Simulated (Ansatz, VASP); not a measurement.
**Al8H in VASP and in Ansatz**

File INCAR:

```
PREC     = Accurate       # precision mode
ENCUT    = 520            # plane-wave cutoff, eV
EDIFF    = 1E-6           # SCF threshold, eV
ISMEAR   = 0              # smearing method
SIGMA    = 0.1            # smearing width, eV
LREAL    = Auto         
LASPH    = T              # aspherical terms in the spheres
NELM     = 100            # most SCF steps
ALGO     = Normal         # electronic algorithm
ISIF     = 2              # what is computed and relaxed
LWAVE    = F              # write WAVECAR
LCHARG   = T              # write CHGCAR
LDIPOL   = T            
IDIPOL   = 3            
DIPOL    = 0.5 0.5 0.291
GGA      = PE             # functional
LELF     = T              # ELF
LVHAR    = T            
LVACPOTAV= T            
NBANDS   = 40             # bands
```

Contents of KPOINTS:

```
Automatic mesh
0
Gamma
  5 4 1
```

POSCAR

```
Al8H
1.0
    5.7135165837      0.0000000000      0.0000000000
    0.0000000000      8.0801326415      0.0000000000
    0.0000000000      0.0000000000     22.2432786975
Al H
16 2
Direct
    0.2500000000      0.2500000000      0.1798296040
    0.2500000000      0.7500000000      0.1798296040
    0.7500000000      0.2500000000      0.1798296040
    0.7500000000      0.7500000000      0.1798296040
    0.0000000000      0.0000000000      0.2440458181
    0.0000000000      0.5000000000      0.2440458181
    0.5000000000      0.0000000000      0.2440458181
    0.5000000000      0.5000000000      0.2440458181
    0.2500000000      0.2500000000      0.3102598702
    0.2500000000      0.7500000000      0.3102598702
    0.7500000000      0.2500000000      0.3102598702
    0.7500000000      0.7500000000      0.3102598702
    0.0000000000      0.0000000000      0.3705963860
    0.0000000000      0.5000000000      0.3705963860
    0.5000000000      0.0000000000      0.3705963860
    0.5000000000      0.5000000000      0.3705963860
    0.2500000000      0.0860175434      0.4052135847
    0.2500000000      0.4139824566      0.4052135847
```

Input for Ansatz:

```yaml
crystal:
  lattice:
    - [5.7135165837, 0.0, 0.0]
    - [0.0, 8.0801326415, 0.0]
    - [0.0, 0.0, 22.2432786975]
  atoms:
    - { symbol: Al, position: [0.25, 0.25, 0.179829604] }
    - { symbol: Al, position: [0.25, 0.75, 0.179829604] }
    - { symbol: Al, position: [0.75, 0.25, 0.179829604] }
    - { symbol: Al, position: [0.75, 0.75, 0.179829604] }
    - { symbol: Al, position: [0.0, 0.0, 0.2440458181] }
    - { symbol: Al, position: [0.0, 0.5, 0.2440458181] }
    - { symbol: Al, position: [0.5, 0.0, 0.2440458181] }
    - { symbol: Al, position: [0.5, 0.5, 0.2440458181] }
    - { symbol: Al, position: [0.25, 0.25, 0.3102598702] }
    - { symbol: Al, position: [0.25, 0.75, 0.3102598702] }
    - { symbol: Al, position: [0.75, 0.25, 0.3102598702] }
    - { symbol: Al, position: [0.75, 0.75, 0.3102598702] }
    - { symbol: Al, position: [0.0, 0.0, 0.370596386] }
    - { symbol: Al, position: [0.0, 0.5, 0.370596386] }
    - { symbol: Al, position: [0.5, 0.0, 0.370596386] }
    - { symbol: Al, position: [0.5, 0.5, 0.370596386] }
    - { symbol: H, position: [0.25, 0.0860175434, 0.4052135847] }
    - { symbol: H, position: [0.25, 0.4139824566, 0.4052135847] }
basis:
  ecutwfc: 420
kpoints:
  mp_grid: { grid: [5, 4, 1] }
hamiltonian:
  xc: pbe
  pseudopotentials: { kind: paw, azcp: { folder: soft_1 } }
scf:
  occupations: { method: gaussian, width: 0.1 }
output:
  forces: true
  eigenvalues: true
efield:
  axis: 3
  dipole_correction: true
  ramp_width: 0.04
```

Alike in both runs: task single point; functional PBE; k mesh 5 × 4 × 1; occupations gaussian, width 0.1 eV; no spin polarisation.

```csv
,VASP,Ansatz
version,VASP 6.6.1,Ansatz 0.2.0
potentials or method,"VASP PAW PBE potentials, release 64 (Al, H), cutoff 520 eV","scalar-relativistic, plane waves, PAW"
valence electrons in the cell,50,50
```

Ansatz gave:

```
gap on the k mesh at the Fermi level (eV)  : none
rms of the force components (eV/Å)         : 0.236
work function, face that differs most (eV) : 4.02
```

Estimate VASP's values.

gap on the k mesh at the Fermi level (eV): none; rms of the force components (eV/Å): 0.235; work function, face that differs most (eV): 4.03.

Atom by atom the forces differ by 0.002 eV/Å (rms over components). A gap of «none» marks a metal or a gap that the smearing closes.
